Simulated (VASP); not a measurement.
# ScCd (Pm-3m) in VASP: a series of runs

The runs below take ScCd through single point, with LDA.

Program: VASP 6.6.1. These are calculated values, not measurements. Logs are shortened: lines on timing, memory, paths and dates and some standing lists are left out, and cuts for length are marked.

## Step 1: The cell of the first run

Symmetry: Pm-3m, No. 221, cubic system. The conventional cell has a = 3.526 Å, b = 3.526 Å, c = 3.526 Å, α = 90.00°, β = 90.00°, γ = 90.00°. Sc (site symmetry m-3m) has 8 Cd at 3.05 Å and 6 Sc at 3.53 Å within 4.0 Å. Cd (site symmetry m-3m) has 8 Sc at 3.05 Å and 6 Cd at 3.53 Å within 4.0 Å.

## Step 2: Single point, LDA

File INCAR:

```
SYSTEM = ScCd
ALGO = Normal
EDIFF = 1E-6
ENCUT = 500
GGA_COMPAT = .FALSE.
ISIF = 2
ISMEAR = -1
LASPH = .TRUE.
LCHARG = .FALSE.
LREAL = .FALSE.
LWAVE = .FALSE.
NBANDS = 18
NELM = 120
PREC = Accurate
SIGMA = 0.05
```

File KPOINTS:

```
k-points
0
G
  9 9 9
  0 0 0
```

File POSCAR:

```
ScCd
1.0
    3.5262555900      0.0000000000      0.0000000000
    0.0000000000      3.5262555900      0.0000000000
    0.0000000000      0.0000000000      3.5262555900
Sc Cd
1 1
Direct
    0.5000000000      0.5000000000      0.5000000000
    0.0000000000      0.0000000000      0.0000000000
```

Potentials or basis: VASP PAW LDA potentials, release 64 (Sc_sv, Cd).

The run is started by

```
$ cat potpaw_LDA.64/Sc_sv/POTCAR potpaw_LDA.64/Cd/POTCAR > POTCAR
$ mpirun -np 1 vasp_std > vasp.out
```

OUTCAR:

```text
SYSTEM = ScCd
   EDIFF = 1E-6
   ENCUT = 500
   ISIF = 2
   ISMEAR = -1
   LASPH = .TRUE.
   LREAL = .FALSE.
   NELM = 120
   PREC = Accurate

 ion  position               nearest neighbor table
   1  0.500  0.500  0.500-   2 3.05   2 3.05   2 3.05   2 3.05   2 3.05   2 3.05   2 3.05   2 3.05

   2  0.000  0.000  0.000-   1 3.05   1 3.05   1 3.05   1 3.05   1 3.05   1 3.05   1 3.05   1 3.05

  LATTYP: Found a simple cubic cell.
 ALAT       =     3.5262555900

  Lattice vectors:

 A1 = (   3.5262555900,   0.0000000000,   0.0000000000)
 A2 = (   0.0000000000,   3.5262555900,   0.0000000000)
 A3 = (   0.0000000000,   0.0000000000,   3.5262555900)

Analysis of symmetry for initial positions (statically):
=====================================================================
 Subroutine PRICEL returns:
 Original cell was already a primitive cell.

 Routine SETGRP: Setting up the symmetry group for a
 simple cubic supercell.

 Subroutine GETGRP returns: Found 48 space group operations
 (whereof 48 operations were pure point group operations)
 out of a pool of 48 trial point group operations.

The static configuration has the point symmetry O_h .

Analysis of symmetry for dynamics (positions and initial velocities):
=====================================================================
 Subroutine PRICEL returns:
 Original cell was already a primitive cell.

 Routine SETGRP: Setting up the symmetry group for a
 simple cubic supercell.

 Subroutine GETGRP returns: Found 48 space group operations
 (whereof 48 operations were pure point group operations)
 out of a pool of 48 trial point group operations.

The dynamic configuration has the point symmetry O_h .

 Subroutine INISYM returns: Found 48 space group operations
 (whereof 48 operations are pure point group operations),
 and found     1 'primitive' translations

----------------------------------------------------------------------------------------

                                     Primitive cell

  volume of cell :      43.8471

  direct lattice vectors                    reciprocal lattice vectors
     3.526255590  0.000000000  0.000000000     0.283586931  0.000000000  0.000000000
     0.000000000  3.526255590  0.000000000     0.000000000  0.283586931  0.000000000
     0.000000000  0.000000000  3.526255590     0.000000000  0.000000000  0.283586931

  length of vectors
     3.526255590  3.526255590  3.526255590     0.283586931  0.283586931  0.283586931

[... 79 lines left out ...]
   NELM   =    120;   NELMIN=  2; NELMDL= -5     # of ELM steps
   EDIFF  = 0.1E-05   stopping-criterion for ELM
   LREAL  =      F    real-space projection
   EDIFFG = 0.1E-04   stopping-criterion for IOM
   NSW    =      0    number of steps for IOM
   IBRION =     -1    ionic relax: 0-MD 1-quasi-New 2-CG
   NFREE  =      0    steps in history (QN), initial steepest desc. (CG)
   ISIF   =      2    stress and relaxation
   ISYM   =      2    0-nonsym 1-usesym 2-fastsym
   POTIM  = 0.5000    time-step for ionic-motion
   TEBEG  =    0.0;   TEEND  =   0.0 temperature during run
   PSTRESS=    0.0 pullay stress
   NELECT =      23.0000    total number of electrons
   NUPDOWN=      -1.0000    fix difference up-down
   EMIN   =  10.00;   EMAX   =-10.00  energy-range for DOS
   EFERMI =   0.00;   METHOD = LEGACY
   ISMEAR =    -1;   SIGMA  =   0.05  broadening in eV -4-tet -1-fermi 0-gaus
   EFERMI_NEDOS =   21; number of points for ismear=-14 and -15
   IALGO  =     38    algorithm
   IMIX   =      4    mixing-type and parameters
     AMIX     =   0.40;   BMIX     =  1.00
     AMIX_MAG =   1.60;   BMIX_MAG =  1.00
  volume/ion in A,a.u.               =      21.92       147.95
  Fermi-wavevector in a.u.,A,eV,Ry     =   1.320293  2.494992 23.717317  1.743174
  Thomas-Fermi vector in A             =   2.450130
   LORBIT       =      0    0 simple, 1 ext, 2 COOP (PROOUT), +10 PAW based schemes
   GGA     = CA    functional components
   LHFCALC =     F    Hartree Fock is set to
   AEXX    =    0.0000 exact exchange contribution
   IVDW    =     0    specifies the selected vdW correction
   LEPSILON=     F    determine dielectric tensor
   LRPA    =     F    only Hartree local field effects (RPA)
 non-spin polarized calculation
  energy-cutoff  :      500.00
  volume of cell :       43.85
 maximum number of plane-waves:      1141
 NGX is ok and might be reduce to    28
   NGX = 13   NGY = 13   NGZ = 13

 number of electron      23.0000006 magnetization

 Free energy of the ion-electron system (eV)
  ---------------------------------------------------
  ext. energy  EPLUGINS =         0.00000000
  ---------------------------------------------------
  free energy    TOTEN  =        -8.91136656 eV

  energy without entropy =       -8.89364955  energy(sigma->0) =       -8.90250806

 E-fermi :   3.4025     XC(G=0): -10.9727

 val. band max:        3.3673738500   @ k =   0.3333   0.2222   0.2222
 cond. band min:       3.4789143374   @ k =   0.3333   0.2222   0.0000
 fundamental gap:      0.1115404874
 Fermi energy:         3.4024524737

 k-point     1 :       0.0000    0.0000    0.0000
  band No.  band energies     occupation
      1     -45.9892      2.00000
      2     -24.9024      2.00000
      3     -24.9024      2.00000
      4     -24.9024      2.00000
      5      -5.3965      2.00000
      6      -5.3965      2.00000
[... 481 lines left out ...]
      5      -5.3365      2.00000
      6      -5.1621      2.00000
[... 10 lines left out ...]
     17       8.3360      0.00000
     18       9.6084      0.00000

 [... further k-points ...]

------------------------ aborting loop because EDIFF is reached ----------------------------------------

  FORCE on cell =-STRESS in cart. coord.  units (eV):
  Direction    XX          YY          ZZ          XY          YZ          ZX
  --------------------------------------------------------------------------------------
  -------------------------------------------------------------------------------------
  Total       -1.4093579     -1.4093579     -1.4093579      0.0000000     -0.0000000      0.0000000
  in kB      -51.4980189    -51.4980189    -51.4980189      0.0000000     -0.0000000      0.0000000
  external PRESSURE =     -51.4980189 kB  Pullay stress =       0.0000000 kB

 VOLUME and BASIS-vectors are now :
 -----------------------------------------------------------------------------
  energy-cutoff  :      500.00
  volume of cell :       43.85
      direct lattice vectors                 reciprocal lattice vectors
     3.526255590  0.000000000  0.000000000     0.283586931  0.000000000  0.000000000
     0.000000000  3.526255590  0.000000000     0.000000000  0.283586931  0.000000000
     0.000000000  0.000000000  3.526255590     0.000000000  0.000000000  0.283586931

 POSITION                                       TOTAL-FORCE (eV/Angst)
 -----------------------------------------------------------------------------------
      1.76313      1.76313      1.76313         0.000000      0.000000      0.000000
      0.00000      0.00000      0.00000         0.000000      0.000000      0.000000
 -----------------------------------------------------------------------------------
    total drift:                                0.000000      0.000000      0.000000

  FREE ENERGIE OF THE ION-ELECTRON SYSTEM (eV)
  ---------------------------------------------------
  free  energy   TOTEN  =        -8.9113665584 eV

  energy  without entropy=       -8.8936495549  energy(sigma->0) =       -8.90250806
```

Wall time 35 s (1 thread of AMD EPYC 7R43 (Zen 3), shared host); peak memory 0.11 GiB.

What came out:

* Free energy: -8.9114 eV
* Pressure: -5.1 GPa
* Band gap on the k mesh: zero (an odd number of electrons rules out a gap without spin polarisation)

Caveat: the cell stands under tension.

## Step 3: Single point, LDA

File INCAR:

```
ALGO = Normal
EDIFF = 1E-6
ENCUT = 500
GGA = CA
GGA_COMPAT = False
ISIF = 2
ISMEAR = -1
LASPH = True
LCHARG = True
LELF = True
LREAL = False
LVHAR = True
LWAVE = False
NBANDS = 18
NELM = 120
PREC = Accurate
SIGMA = 0.05
```

File KPOINTS:

```
k-points
0
Gamma
  9 9 9
```

POSCAR is that of step 2.

Potentials or basis: VASP PAW LDA potentials, release 64 (Sc_sv, Cd).

The run is started by

```
$ cat potpaw_LDA.64/Sc_sv/POTCAR potpaw_LDA.64/Cd/POTCAR > POTCAR
$ mpirun -np 1 vasp_std > vasp.out
```

It took 38 s on 1 thread of AMD EPYC 7R43 (Zen 3), shared host; peak memory 0.11 GiB.

Results (log left out):

* Free energy: -8.9114 eV
* Pressure: -5.1 GPa
* Band gap on the k mesh: zero (an odd number of electrons rules out a gap without spin polarisation)

Levels at points of the mesh, in eV from the Fermi level:
```
           k point  band 9  band 10  band 11  band 12  band 13  band 14  band 15  band 16
(0.00, 0.00, 0.00)   -8.37    -7.30     0.16     0.16     2.38     2.38     2.38     4.96
```

Caveat: the cell stands under tension.
